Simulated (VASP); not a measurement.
# Tc12B (a cell with a defect) in VASP: notebook, part 2 of 2

VASP 6.6.1. Earlier steps stand in the parts before.

**3. Single point, PBE+D3(BJ)**

The input, INCAR:

```
SYSTEM = Tc12B
ALGO = Normal
EDIFF = 1E-7
ENCUT = 520
GGA = PE
ISIF = 2
ISMEAR = -1
IVDW = 12
KPAR = 2
LASPH = .True.
LCHARG = .True.
LREAL = .False.
LVHAR = .True.
LWAVE = .False.
NBANDS = 92
NELM = 100
PREC = Accurate
SIGMA = 0.1
```

The input, KPOINTS:

```
k-points
0
Gamma
  4 3 4
  0 0 0
```

The input, POSCAR:

```
Tc12B
1.0
    5.4800000000      0.0000000000      0.0000000000
   -4.1100000000      7.1187290000      0.0000000000
    0.0000000000      0.0000000000      4.3949600000
Tc B
12 1
Direct
    0.0152908524     -0.0051306284     -0.0233182673
    0.1845456880      0.2166796179      0.4849342956
    0.0149357855      0.3241351026     -0.0162340203
    0.1676256611      0.5324187525      0.4758743371
   -0.0073244847      0.6506726619      0.0081534448
    0.1701790440      0.8864079299      0.4681783081
    0.5247378182      0.0063234271      0.0020809564
    0.6774677477      0.2146919646      0.4943186073
    0.5079458689      0.3220360045     -0.0071549220
    0.6773930617      0.5438304404      0.5012566826
    0.5226430319      0.6524515326      0.0102136897
    0.7000805423      0.8883386361      0.4701586358
    0.3463327829      0.7692607584      0.7391131521
```

Potentials or basis: VASP PAW PBE potentials, release 64 (Tc_pv, B).

Launch:

```
$ cat potpaw_PBE.64/Tc_pv/POTCAR potpaw_PBE.64/B/POTCAR > POTCAR
$ mpirun -np 2 vasp_std > vasp.out
```

OUTCAR:

```text
SYSTEM = Tc12B
   EDIFF = 1E-7
   ENCUT = 520
   GGA = PE
   ISIF = 2
   ISMEAR = -1
   IVDW = 12
   LASPH = .True.
   LREAL = .False.
   NELM = 100
   PREC = Accurate
 IVDW          = 12

 ion  position               nearest neighbor table
   1  0.015  0.995  0.977-   6 2.63  12 2.63   2 2.68  12 2.68   9 2.70   6 2.70   3 2.71   2 2.74
                             7 2.74   7 2.75  11 2.76   5 2.77
   2  0.185  0.217  0.485-   4 2.64   9 2.65   1 2.68   6 2.68  12 2.68  10 2.70   3 2.70   3 2.70
                             9 2.71   8 2.71   1 2.74   8 2.77
   3  0.015  0.324  0.984-   4 2.62   7 2.65   4 2.68   8 2.68   2 2.70   2 2.70   1 2.71   9 2.71
                            11 2.74   5 2.75   8 2.76   9 2.77
   4  0.168  0.532  0.476-  13 2.04   3 2.62   2 2.64   5 2.65  11 2.65   8 2.65   3 2.68  10 2.74
                            10 2.75   5 2.88  11 2.89   6 2.90  12 2.92
   5  0.993  0.651  0.008-  13 2.05  11 2.58   6 2.63  10 2.63   4 2.65   9 2.68  10 2.68   3 2.75
                             1 2.77   4 2.88  11 2.90   6 2.91   7 2.92
   6  0.170  0.886  0.468-  13 2.05  12 2.58   5 2.63   1 2.63   7 2.65   2 2.68   1 2.70   8 2.74
                            10 2.76   7 2.89  12 2.90   4 2.90   5 2.91
[... 2493 lines left out ...]
 E8    (eV) :    -3.7711

  FORCE on cell =-STRESS in cart. coord.  units (eV):
  Direction    XX          YY          ZZ          XY          YZ          ZX
  --------------------------------------------------------------------------------------
  -------------------------------------------------------------------------------------
  Total      11.29689    11.08130     7.27609    -0.02912    -0.28327     0.14697
  in kB     105.56779   103.55319    67.99402    -0.27214    -2.64711     1.37340
  external pressure =       92.37 kB  Pullay stress =        0.00 kB

 VOLUME and BASIS-vectors are now :
 -----------------------------------------------------------------------------
  energy-cutoff  :      520.00
  volume of cell :      171.45
      direct lattice vectors                 reciprocal lattice vectors
     5.480000000  0.000000000  0.000000000     0.182481752  0.105355886  0.000000000
    -4.110000000  7.118729000  0.000000000     0.000000000  0.140474514  0.000000000
     0.000000000  0.000000000  4.394960000     0.000000000  0.000000000  0.227533356

 POSITION                                       TOTAL-FORCE (eV/Angst)
 -----------------------------------------------------------------------------------
     -4.00512      7.08221      4.29248        -0.004917      0.002613      0.018527
      0.12076      1.54248      2.13127        -0.024835      0.007928      0.005938
     -1.25035      2.30743      4.32361        -0.012643     -0.002996      0.002609
     -1.26965      3.79014      2.09145         0.012116      0.001153     -0.007788
      2.76560      4.63196      0.03583        -0.019928     -0.005144      0.013582
     -2.71056      6.31010      2.05762        -0.007964     -0.004646     -0.013796
      2.84957      0.04501      0.00915         0.004436      0.000171      0.017324
      2.83014      1.52833      2.17251         0.024703     -0.004336     -0.009781
      1.45998      2.29249      4.36351         0.018965      0.004993      0.003087
      1.47697      3.87138      2.20300        -0.010770      0.008806     -0.004690
      0.18251      4.64463      0.04489         0.000986     -0.004793      0.005331
      0.18537      6.32384      2.06633         0.022996     -0.012115     -0.027152
     -1.26376      5.47616      3.24837        -0.003144      0.008366     -0.003191
 -----------------------------------------------------------------------------------
    total drift:                               -0.000094     -0.000079     -0.000188

  FREE ENERGIE OF THE ION-ELECTRON SYSTEM (eV)
  ---------------------------------------------------
  free  energy   TOTEN  =      -139.3055928873 eV

  energy  without entropy=     -138.9822505626  energy(sigma->0) =     -139.14392172
```

stdout:

```text
POSCAR found type information on POSCAR TcB
 POSCAR found :  2 types and      13 ions
 scaLAPACK will be used
 LDA part: xc-table for (Slater+PW92), standard interpolation
 POSCAR, INCAR and KPOINTS ok, starting setup
 FFT: planning ... GRIDC
 FFT: planning ... GRID_SOFT
 FFT: planning ... GRID
 WAVECAR not read
 entering main loop
```

Wall time 5.9 min (2 MPI ranks of AMD EPYC 7R13 (Zen 3), shared host); peak memory 0.45 GiB.

What came out:

- Free energy: -139.3056 eV
- Pressure: 9.2 GPa
- Largest force: 0.038 eV/Å
- Band gap on the k mesh: zero (an odd number of electrons rules out a gap without spin polarisation)
- Dispersion energy per atom: -0.630 eV

Forces in eV/Å, atoms in the order of the input:
```
Tc  -0.005  0.003  0.019
Tc  -0.025  0.008  0.006
Tc  -0.013 -0.003  0.003
Tc   0.012  0.001 -0.008
Tc  -0.020 -0.005  0.014
Tc  -0.008 -0.005 -0.014
Tc   0.004  0.000  0.017
Tc   0.025 -0.004 -0.010
Tc   0.019  0.005  0.003
Tc  -0.011  0.009 -0.005
Tc   0.001 -0.005  0.005
Tc   0.023 -0.012 -0.027
B   -0.003  0.008 -0.003
```

Levels at points of the mesh, in eV from the Fermi level:
| k point | band 77 | band 78 | band 79 | band 80 | band 81 | band 82 |
| --- | --- | --- | --- | --- | --- | --- |
| (0.00, 0.00, 0.00) | -0.78 | -0.61 | -0.30 | -0.23 | 1.03 | 1.20 |
| (0.50, 0.00, 0.00) | -0.54 | -0.50 | -0.03 | 0.00 | 0.19 | 0.25 |
| (0.00, 0.00, 0.50) | -0.23 | -0.09 | -0.02 | 0.01 | 0.20 | 0.32 |
| (0.50, 0.00, 0.50) | -0.55 | -0.47 | -0.31 | -0.20 | -0.19 | -0.06 |
